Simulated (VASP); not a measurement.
A run of VASP 6.6.1:

Contents of INCAR:

```
SYSTEM = In
PREC = Accurate ; ENCUT = 520
EDIFF = 1E-6 ; ISMEAR = -1
SIGMA = 0.05 ; LREAL = .FALSE.
LASPH = .TRUE. ; NELM = 100
ALGO = Normal ; ISIF = 2
LWAVE = .FALSE. ; LCHARG = .TRUE.
GGA = CA ; LELF = .TRUE.
LVHAR = .TRUE. ; NBANDS = 20
```

File KPOINTS:

```
regular mesh
0
G
  12 12 12
  0 0 0
```

POSCAR

```
In
1.0
    0.0000000000      2.3808563258      2.3808563258
    2.3808563258      0.0000000000      2.3808563258
    2.3808563258      2.3808563258      0.0000000000
In
2
Direct
   -0.1250000000     -0.1250000000     -0.1250000000
    0.1250000000      0.1250000000      0.1250000000
```

Potentials or basis: VASP PAW LDA potentials, release 64 (In_d).

Launch:

```sh
$ cat potpaw_LDA.64/In_d/POTCAR > POTCAR
$ mpirun -np 1 vasp_std > vasp.out
```

Hardware: 1 thread of Intel Xeon 8259CL (shared host).

Task: How long does it take, and how much memory?

Result: It took 64 s on 1 thread of Intel Xeon 8259CL (shared host), peak memory 0.16 GiB. Counts: scf iterations 11, k points 72.
